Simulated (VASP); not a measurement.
# NaCl in VASP: further runs

The runs below take NaCl through single point, with PBE-based screened hybrid with 50 % exact exchange, SCAN, HSE06.

Everything below comes from runs of VASP 6.6.1. Logs are shortened: lines on timing, memory, paths and dates and some standing lists are left out, and cuts for length are marked.

## Step 1: The cell of the first run

Symmetry: Pm-3m, No. 221, cubic system. The conventional cell has a = 3.502 Å, b = 3.502 Å, c = 3.502 Å, α = 90.00°, β = 90.00°, γ = 90.00°. Within 4.0 Å of Cl (site symmetry m-3m) lie 8 Na at 3.03 Å and 6 Cl at 3.50 Å. Within 4.0 Å of Na (site symmetry m-3m) lie 8 Cl at 3.03 Å and 6 Na at 3.50 Å.

## Step 2: Single point, PBE-based screened hybrid with 50 % exact exchange

POSCAR reads:

```
NaCl
1.0
    3.5021900000      0.0000000000      0.0000000000
    0.0000000000      3.5021900000      0.0000000000
    0.0000000000      0.0000000000      3.5021900000
Cl Na
1 1
Direct
    0.5000000000      0.5000000000      0.5000000000
    0.0000000000      0.0000000000      0.0000000000
```

INCAR.step1 reads:

```
SYSTEM = NaCl
PREC = Accurate
ENCUT = 520
EDIFF = 1E-5
ISMEAR = -1
SIGMA = 0.05
LREAL = .False.
LASPH = .True.
NELM = 60
ALGO = Normal
ISIF = 2
LWAVE = .True.
GGA = PE
NBANDS = 14
```

INCAR.step2 reads:

```
SYSTEM = NaCl
PREC = Accurate
ENCUT = 520
EDIFF = 1E-7
ISMEAR = -1
SIGMA = 0.05
LREAL = .False.
LASPH = .True.
NELM = 60
ALGO = Normal
ISIF = 2
LWAVE = .False.
LCHARG = .True.
GGA = PE
LHFCALC = .True.
AEXX = 0.5
HFSCREEN = 0.2
PRECFOCK = Normal
LELF = .True.
LVHAR = .True.
ISTART = 1
NBANDS = 14
```

KPOINTS reads:

```
Automatic mesh
0
Gamma
  4 4 4
  0 0 0
```

Potentials or basis: VASP PAW PBE potentials, release 64 (Cl, Na_pv).

Command:

```bash
$ cat potpaw_PBE.64/Cl/POTCAR potpaw_PBE.64/Na_pv/POTCAR > POTCAR
$ cp INCAR.step1 INCAR
$ mpirun -np 1 vasp_std > vasp.out
$ cp INCAR.step2 INCAR
$ mpirun -np 1 vasp_std > vasp.out
```

OUTCAR:

```text
SYSTEM = NaCl
   PREC = Accurate
   ENCUT = 520
   EDIFF = 1E-7
   ISMEAR = -1
   LREAL = .False.
   LASPH = .True.
   NELM = 60
   ISIF = 2
   GGA = PE
   LHFCALC = .True.
   AEXX = 0.5
   HFSCREEN = 0.2
   PRECFOCK = Normal
   ISTART = 1

 ion  position               nearest neighbor table
   1  0.500  0.500  0.500-
   2  0.000  0.000  0.000-

  LATTYP: Found a simple cubic cell.
 ALAT       =     3.5021900000

  Lattice vectors:

 A1 = (   3.5021900000,   0.0000000000,   0.0000000000)
 A2 = (   0.0000000000,   3.5021900000,   0.0000000000)
 A3 = (   0.0000000000,   0.0000000000,   3.5021900000)

Analysis of symmetry for initial positions (statically):
=====================================================================
 Subroutine PRICEL returns:
 Original cell was already a primitive cell.

 Routine SETGRP: Setting up the symmetry group for a
 simple cubic supercell.

 Subroutine GETGRP returns: Found 48 space group operations
 (whereof 48 operations were pure point group operations)
 out of a pool of 48 trial point group operations.

The static configuration has the point symmetry O_h .

Analysis of symmetry for dynamics (positions and initial velocities):
=====================================================================
 Subroutine PRICEL returns:
 Original cell was already a primitive cell.

 Routine SETGRP: Setting up the symmetry group for a
 simple cubic supercell.

 Subroutine GETGRP returns: Found 48 space group operations
 (whereof 48 operations were pure point group operations)
 out of a pool of 48 trial point group operations.

The dynamic configuration has the point symmetry O_h .

 Subroutine INISYM returns: Found 48 space group operations
 (whereof 48 operations are pure point group operations),
 and found     1 'primitive' translations

----------------------------------------------------------------------------------------

                                     Primitive cell

  volume of cell :      42.9555

  direct lattice vectors                    reciprocal lattice vectors
     3.502190000  0.000000000  0.000000000     0.285535622  0.000000000  0.000000000
     0.000000000  3.502190000  0.000000000     0.000000000  0.285535622  0.000000000
     0.000000000  0.000000000  3.502190000     0.000000000  0.000000000  0.285535622

  length of vectors
     3.502190000  3.502190000  3.502190000     0.285535622  0.285535622  0.285535622

  position of ions in fractional coordinates (direct lattice)
     0.500000000  0.500000000  0.500000000
     0.000000000  0.000000000  0.000000000

  ion indices of the primitive-cell ions
   primitive index   ion index
                 1           1
                 2           2

----------------------------------------------------------------------------------------

 KPOINTS: Automatic mesh

Automatic generation of k-mesh.
 Grid dimensions read from file:
 generate k-points for:    4    4    4

 Generating k-lattice:

  Cartesian coordinates                     Fractional coordinates (reciprocal lattice)
     0.071383905  0.000000000  0.000000000     0.250000000  0.000000000  0.000000000
     0.000000000  0.071383905  0.000000000     0.000000000  0.250000000  0.000000000
     0.000000000  0.000000000  0.071383905     0.000000000  0.000000000  0.250000000

  Length of vectors
     0.071383905  0.071383905  0.071383905

  Shift w.r.t. Gamma in fractional coordinates (k-lattice)
     0.000000000  0.000000000  0.000000000

 Subroutine IBZKPT returns following result:
 ===========================================

 Found     10 irreducible k-points:

 Following reciprocal coordinates:
            Coordinates               Weight
  0.000000  0.000000  0.000000      1.000000
  0.250000  0.000000  0.000000      6.000000
  0.500000  0.000000  0.000000      3.000000
  0.250000  0.250000  0.000000     12.000000
  0.500000  0.250000  0.000000     12.000000
  0.500000  0.500000  0.000000      3.000000
  0.250000  0.250000  0.250000      8.000000
  0.500000  0.250000  0.250000     12.000000
  0.500000  0.500000  0.250000      6.000000
  0.500000  0.500000  0.500000      1.000000
   k-points           NKPTS =     10   k-points in BZ     NKDIM =     64   number of bands    NBANDS=     14
   number of dos      NEDOS =    301   number of ions     NIONS =      2
   total plane-waves  NPLWV =  21952
   dimension x,y,z NGX =    28 NGY =   28 NGZ =   28
   dimension x,y,z NGXF=    56 NGYF=   56 NGZF=   56
   ions per type =               1   1
   NGX,Y,Z   is equivalent  to a cutoff of  13.29, 13.29, 13.29 a.u.
   NGXF,Y,Z  is equivalent  to a cutoff of  26.58, 26.58, 26.58 a.u.
 SYSTEM =  NaCl
   PREC   = accura    normal or accurate (medium, high low for compatibility)
   ISTART =      1    job   : 0-new  1-cont  2-samecut
   ICHARG =      0    charge: 1-file 2-atom 10-const
   ISPIN  =      1    spin polarized calculation?
   LNONCOLLINEAR =      F non collinear calculations
   LSORBIT =      F    spin-orbit coupling
[... 112 lines left out ...]
     11      13.5199      0.00000
     12      13.5199      0.00000
     13      14.4254      0.00000
     14      19.2214      0.00000

 k-point     4 :       0.2500    0.2500    0.0000
  band No.  band energies     occupation
      1     -27.8781      2.00000
      2     -27.8757      2.00000
      3     -27.8589      2.00000
      4     -16.9686      2.00000
      5      -3.4732      2.00000
      6      -3.1879      2.00000
      7      -1.7765      2.00000
      8       7.7467      0.00000
      9      10.1866      0.00000
     10      11.7942      0.00000
     11      13.4867      0.00000
     12      14.9241      0.00000
     13      15.6864      0.00000
     14      17.3362      0.00000

 k-point     5 :       0.5000    0.2500    0.0000
  band No.  band energies     occupation
      1     -27.8933      2.00000
      2     -27.8741      2.00000
      3     -27.8573      2.00000
      4     -16.7796      2.00000
      5      -4.4559      2.00000
      6      -3.0456      2.00000
      7      -1.6309      2.00000
      8       8.2788      0.00000
      9       9.6794      0.00000
     10      12.4358      0.00000
     11      13.1568      0.00000
     12      13.8728      0.00000
     13      15.7989      0.00000
     14      18.5076      0.00000

 k-point     6 :       0.5000    0.5000    0.0000
  band No.  band energies     occupation
      1     -27.8894      2.00000
      2     -27.8894      2.00000
      3     -27.8560      2.00000
      4     -16.6166      2.00000
      5      -4.0791      2.00000
      6      -4.0791      2.00000
      7      -1.4793      2.00000
      8       6.7513      0.00000
      9      11.3969      0.00000
     10      12.6967      0.00000
     11      12.6967      0.00000
     12      14.3354      0.00000
     13      14.3354      0.00000
     14      19.6556      0.00000

 k-point     7 :       0.2500    0.2500    0.2500
  band No.  band energies     occupation
      1     -27.8764      2.00000
      2     -27.8734      2.00000
      3     -27.8734      2.00000
      4     -16.8031      2.00000
      5      -3.3069      2.00000
      6      -2.9951      2.00000
      7      -2.9951      2.00000
      8       8.3742      0.00000
      9      10.8085      0.00000
     10      10.8085      0.00000
     11      13.1829      0.00000
     12      14.4132      0.00000
     13      14.4132      0.00000
     14      19.7231      0.00000

 k-point     8 :       0.5000    0.2500    0.2500
  band No.  band energies     occupation
      1     -27.8899      2.00000
      2     -27.8728      2.00000
      3     -27.8712      2.00000
      4     -16.6262      2.00000
      5      -4.1721      2.00000
      6      -2.9130      2.00000
      7      -2.7872      2.00000
      8       8.3900      0.00000
      9       9.7403      0.00000
     10      10.3957      0.00000
     11      13.9755      0.00000
     12      14.5220      0.00000
     13      16.0861      0.00000
     14      17.9488      0.00000

 k-point     9 :       0.5000    0.5000    0.2500
  band No.  band energies     occupation
      1     -27.8866      2.00000
      2     -27.8866      2.00000
      3     -27.8699      2.00000
      4     -16.4627      2.00000
      5      -3.8566      2.00000
      6      -3.8566      2.00000
      7      -2.6410      2.00000
      8       7.4065      0.00000
      9       9.8208      0.00000
     10       9.8208      0.00000
     11      14.1174      0.00000
     12      15.7404      0.00000
     13      16.9766      0.00000
     14      16.9766      0.00000

 k-point    10 :       0.5000    0.5000    0.5000
  band No.  band energies     occupation
      1     -27.8837      2.00000
      2     -27.8837      2.00000
      3     -27.8837      2.00000
      4     -16.2990      2.00000
      5      -3.6133      2.00000
      6      -3.6133      2.00000
      7      -3.6133      2.00000
      8       8.3479      0.00000
      9       8.3479      0.00000
     10       8.3479      0.00000
     11      13.4781      0.00000
     12      18.0092      0.00000
     13      18.0092      0.00000
     14      18.0092      0.00000

------------------------ aborting loop because EDIFF is reached ----------------------------------------

  FORCE on cell =-STRESS in cart. coord.  units (eV):
  Direction    XX          YY          ZZ          XY          YZ          ZX
  --------------------------------------------------------------------------------------
  -------------------------------------------------------------------------------------
  Total       -0.2354352     -0.2354352     -0.2354352     -0.0000000     -0.0000000      0.0000000
  in kB       -8.7813806     -8.7813806     -8.7813806     -0.0000000     -0.0000000      0.0000000
  external PRESSURE =      -8.7813806 kB  Pullay stress =       0.0000000 kB

 VOLUME and BASIS-vectors are now :
 -----------------------------------------------------------------------------
  energy-cutoff  :      520.00
  volume of cell :       42.96
      direct lattice vectors                 reciprocal lattice vectors
     3.502190000  0.000000000  0.000000000     0.285535622  0.000000000  0.000000000
     0.000000000  3.502190000  0.000000000     0.000000000  0.285535622  0.000000000
     0.000000000  0.000000000  3.502190000     0.000000000  0.000000000  0.285535622

 POSITION                                       TOTAL-FORCE (eV/Angst)
 -----------------------------------------------------------------------------------
      1.75110      1.75110      1.75110         0.000000      0.000000      0.000000
      0.00000      0.00000      0.00000         0.000000      0.000000      0.000000
 -----------------------------------------------------------------------------------
    total drift:                                0.000003      0.000003      0.000004

  FREE ENERGIE OF THE ION-ELECTRON SYSTEM (eV)
  ---------------------------------------------------
  free  energy   TOTEN  =        -8.7164829244 eV

  energy  without entropy=       -8.7164829243  energy(sigma->0) =       -8.71648292
```

It took 3.1 min on 1 thread of Intel Xeon Platinum 8375C at 2.90GHz (Ice Lake), shared host; peak memory 0.25 GiB.

What came out:

| Item | Value |
| --- | --- |
| Free energy | -8.7165 eV |
| Pressure | -0.9 GPa |
| Band gap on the k mesh | 6.70 eV (least direct gap 7.27 eV) |

Levels at points of the mesh, in eV from the valence-band top:
| k point | band 5 | band 6 | band 7 | band 8 | band 9 | band 10 |
| --- | --- | --- | --- | --- | --- | --- |
| (0.00, 0.00, 0.00) | -0.57 | -0.57 | -0.57 | 6.70 | 11.34 | 11.34 |
| (0.50, 0.00, 0.00) | -3.31 | -0.30 | -0.30 | 9.72 | 11.69 | 13.48 |
| (0.50, 0.50, 0.00) | -2.60 | -2.60 | 0.00 | 8.23 | 12.88 | 14.18 |
| (0.50, 0.50, 0.50) | -2.13 | -2.13 | -2.13 | 9.83 | 9.83 | 9.83 |

Caveat: the k points lie up to 0.45 Å⁻¹ apart; the PAW data sets were made with another functional, which shifts forces and pressure a little. A k mesh can miss the band edges.

## Step 3: Single point, SCAN (last atom moved by 0.05 Å along z, cell strained by +1.0% along z)

INCAR reads:

```
SYSTEM = NaCl
  METAGGA = SCAN
  ISMEAR = 0
  SIGMA = 0.03
  LWAVE = .FALSE.
  LCHARG = .FALSE.
  ISIF = 2
  PREC = Accurate
  LASPH = .TRUE.
  LREAL = .FALSE.
  ALGO = Normal
  EDIFF = 1E-7
  NELM = 120
  GGA_COMPAT = .FALSE.
  ENCUT = 690
  EFERMI = MIDGAP
  LMIXTAU = .TRUE.
  NBANDS = 27
  ADDGRID = .FALSE.
```

KPOINTS reads:

```
Automatic mesh
0
Gamma
  12 12 12
  0 0 0
```

POSCAR reads:

```
NaCl
1.0
    3.5021900000      0.0000000000      0.0000000000
    0.0000000000      3.5021900000      0.0000000000
    0.0000000000      0.0000000000      3.5372119000
Cl Na
1 1
Direct
    0.5000000000      0.5000000000      0.5000000000
    0.0000000000      0.0000000000      0.0142767800
```

Potentials or basis: VASP PAW PBE potentials, release 64 (Cl, Na_pv).

Command:

```bash
$ cat potpaw_PBE.64/Cl/POTCAR potpaw_PBE.64/Na_pv/POTCAR > POTCAR
$ mpirun -np 1 vasp_std > vasp.out
```

It took 16 min on 1 thread of Intel Xeon 6975P-C (Granite Rapids), shared host; peak memory 0.36 GiB.

The run converged. Its results:

```yaml
Free_energy: -15.9489 eV
Pressure: -1.8 GPa
Largest_force: 0.023 eV/Å
Band_gap_on_the_k_mesh: 4.69 eV (least direct gap 5.18 eV)
```

Forces on the atoms (eV/Å):
```
Cl   0.000  0.000  0.023
Na   0.000  0.000 -0.023
```

Stress tensor (GPa, compression positive):
```
-1.54  0.00  0.00
 0.00 -1.54  0.00
 0.00  0.00 -2.25
```

Levels at points of the mesh, in eV from the valence-band top:
| k point | band 4 | band 5 | band 6 | band 7 | band 8 | band 9 | band 10 | band 11 |
| --- | --- | --- | --- | --- | --- | --- | --- | --- |
| (0.00, 0.00, 0.00) | -13.98 | -0.57 | -0.49 | -0.49 | 4.69 | 9.13 | 9.22 | 16.60 |
| (0.50, 0.00, 0.00) | -13.62 | -2.93 | -0.33 | -0.25 | 7.59 | 9.35 | 11.27 | 12.46 |
| (0.50, 0.50, 0.00) | -13.34 | -2.28 | -2.28 | -0.06 | 6.22 | 10.56 | 11.74 | 11.74 |
| (0.00, 0.00, 0.50) | -13.64 | -2.93 | -0.27 | -0.27 | 7.63 | 9.30 | 11.28 | 12.63 |
| (0.50, 0.00, 0.50) | -13.36 | -2.31 | -2.27 | 0.00 | 6.16 | 10.65 | 11.72 | 11.82 |
| (0.50, 0.50, 0.50) | -13.08 | -1.89 | -1.89 | -1.86 | 7.69 | 7.69 | 7.70 | 12.72 |

Caveat: the cell differs from its parent crystal (last atom moved by 0.05 Å along z, cell strained by +1.0% along z); the PAW data sets were made with another functional, which shifts forces and pressure a little. A k mesh can miss the band edges.

## Step 4: Single point, HSE06

This run uses another cell than the first one, of 20.19 Å³/atom.

POSCAR reads:

```
NaCl
1.0
    3.4306966741      0.0000000000      0.0000000000
    0.0000000000      3.4306966741      0.0000000000
    0.0000000000      0.0000000000      3.4306966741
Cl Na
1 1
Direct
    0.5000000000      0.5000000000      0.5000000000
    0.0000000000      0.0000000000      0.0000000000
```

INCAR.step1 reads:

```
SYSTEM = NaCl
  ALGO = Normal
  EDIFF = 1E-5
  ENCUT = 520
  GGA = PE
  ISIF = 2
  ISMEAR = -1
  LASPH = .TRUE.
  LCHARG = .FALSE.
  LREAL = .FALSE.
  LWAVE = .TRUE.
  NBANDS = 14
  NELM = 60
  PREC = Accurate
  SIGMA = 0.05
```

INCAR.step2 reads:

```
SYSTEM = NaCl
  ALGO = Normal
  EDIFF = 1E-7
  ENCUT = 520
  GGA = PE
  HFSCREEN = 0.2079
  ISIF = 2
  ISMEAR = -1
  ISTART = 1
  LASPH = .TRUE.
  LCHARG = .FALSE.
  LHFCALC = .TRUE.
  LREAL = .FALSE.
  LWAVE = .FALSE.
  NBANDS = 14
  NELM = 60
  PREC = Accurate
  PRECFOCK = Normal
  SIGMA = 0.05
```

KPOINTS reads:

```
k-points
0
G
  4 4 4
  0 0 0
```

Command:

```bash
$ cat potpaw_PBE.64/Cl/POTCAR potpaw_PBE.64/Na_pv/POTCAR > POTCAR
$ cp INCAR.step1 INCAR
$ mpirun -np 1 vasp_std > vasp.out
$ cp INCAR.step2 INCAR
$ mpirun -np 1 vasp_std > vasp.out
```

Wall time 3.5 min (1 thread of Intel Xeon Platinum 8259CL at 2.50GHz (Skylake/Cascade Lake), shared host); peak memory 0.25 GiB.

The run converged. Its results:

```yaml
Free_energy: -7.5412 eV
Pressure: 1.4 GPa
Band_gap_on_the_k_mesh: 5.52 eV (least direct gap 6.11 eV)
```

Levels at points of the mesh, in eV from the valence-band top:
```tsv
k point	band 3	band 4	band 5	band 6	band 7	band 8	band 9	band 10	band 11	band 12
(0.00, 0.00, 0.00)	-24.18	-14.87	-0.59	-0.59	-0.59	5.52	9.86	9.86	17.93	17.93
(0.50, 0.00, 0.00)	-24.18	-14.41	-3.44	-0.31	-0.31	8.49	10.55	11.94	13.55	13.55
(0.50, 0.50, 0.00)	-24.17	-14.08	-2.68	-2.68	0.00	6.83	11.48	13.02	13.02	14.28
(0.50, 0.50, 0.50)	-24.21	-13.73	-2.21	-2.21	-2.21	8.44	8.44	8.44	13.78	18.30
```

Caveat: the k points lie up to 0.46 Å⁻¹ apart; the PAW data sets were made with another functional, which shifts forces and pressure a little.

## Step 5: Single point, HSE06

This run uses another cell than the first one, of 20.62 Å³/atom.

POSCAR reads:

```
NaCl
1.0
    3.4548573058      0.0000000000      0.0000000000
    0.0000000000      3.4548573058      0.0000000000
    0.0000000000      0.0000000000      3.4548573058
Cl Na
1 1
Direct
    0.5000000000      0.5000000000      0.5000000000
    0.0000000000      0.0000000000      0.0000000000
```

INCAR.step1 reads:

```
SYSTEM = NaCl
PREC = Accurate ; ENCUT = 520
EDIFF = 1E-5 ; ISMEAR = -1
SIGMA = 0.05 ; LREAL = .FALSE.
LASPH = .TRUE. ; NELM = 100
ALGO = Normal ; ISIF = 2
LWAVE = .TRUE. ; LCHARG = .FALSE.
GGA = PE ; NBANDS = 14
```

INCAR.step2 reads:

```
SYSTEM = NaCl
PREC = Accurate ; ENCUT = 520
EDIFF = 1E-6 ; ISMEAR = -1
SIGMA = 0.05 ; LREAL = .FALSE.
LASPH = .TRUE. ; NELM = 100
ALGO = Normal ; ISIF = 2
LWAVE = .FALSE. ; LCHARG = .FALSE.
GGA = PE ; LHFCALC = .TRUE.
HFSCREEN = 0.2079 ; PRECFOCK = Normal
ISTART = 1 ; NBANDS = 14
```

KPOINTS reads:

```
regular mesh
0
G
  4 4 4
  0 0 0
```

Command:

```bash
$ cat potpaw_PBE.64/Cl/POTCAR potpaw_PBE.64/Na_pv/POTCAR > POTCAR
$ cp INCAR.step1 INCAR
$ mpirun -np 1 vasp_std > vasp.out
$ cp INCAR.step2 INCAR
$ mpirun -np 1 vasp_std > vasp.out
```

Wall time 2.2 min (1 thread of Intel Xeon Platinum 8259CL at 2.50GHz (Skylake/Cascade Lake), shared host); peak memory 0.25 GiB.

It converged, with:

```
Free energy            : -7.5473 eV
Pressure               : 0.8 GPa
Band gap on the k mesh : 5.44 eV (least direct gap 6.01 eV)
```

Levels at points of the mesh, in eV from the valence-band top:
```csv
k point,band 5,band 6,band 7,band 8,band 9,band 10
"(0.00, 0.00, 0.00)",-0.57,-0.57,-0.57,5.44,9.88,9.88
"(0.50, 0.00, 0.00)",-3.33,-0.30,-0.30,8.42,10.39,11.95
"(0.50, 0.50, 0.00)",-2.59,-2.59,0.00,6.84,11.43,12.86
"(0.50, 0.50, 0.50)",-2.13,-2.13,-2.13,8.44,8.44,8.44
```

Caveat: the k points lie up to 0.45 Å⁻¹ apart; the PAW data sets were made with another functional, which shifts forces and pressure a little.

## Step 6: The runs side by side

| level | cell | k mesh | cutoff (eV) | smearing | dipole correction | grid for exact exchange (PRECFOCK) | share of exact exchange | screening parameter | tolerance level | gap on the mesh (eV) | pressure (GPa) |
| --- | --- | --- | --- | --- | --- | --- | --- | --- | --- | --- | --- |
| PBE-based screened hybrid with 50 % exact exchange | a = 3.502 Å, 2 atoms, atomic positions A | 4 × 4 × 4 | 520 | fermi-dirac 0.05 eV | no | Normal | 0.5 | 0.2 1/Å | - | 6.70 | -0.9 |
| SCAN | a = 3.502, b = 3.502, c = 3.537 Å, 2 atoms, atomic positions B | 12 × 12 × 12 | 690 | gaussian 0.03 eV | - | - | - | - | standard | 4.69 | -1.8 |
| HSE06 | a = 3.431 Å, 2 atoms, atomic positions A | 4 × 4 × 4 | 520 | fermi-dirac 0.05 eV | no | Normal | 0.25 | 0.2079 1/Å | - | 5.52 | 1.4 |
| HSE06 | a = 3.455 Å, 2 atoms, atomic positions A | 4 × 4 × 4 | 520 | fermi-dirac 0.05 eV | no | Normal | 0.25 | 0.2079 1/Å | - | 5.44 | 0.8 |

Alike in all rows: task single point; potentials or basis VASP PAW PBE potentials, release 64 (Cl, Na_pv); no spin polarisation.

Caveats: some runs use coarse meshes; the PAW data sets were made with another functional, which shifts forces and pressure a little.

Total energies depend on the potentials used, so only differences within one code and one set of settings carry meaning.
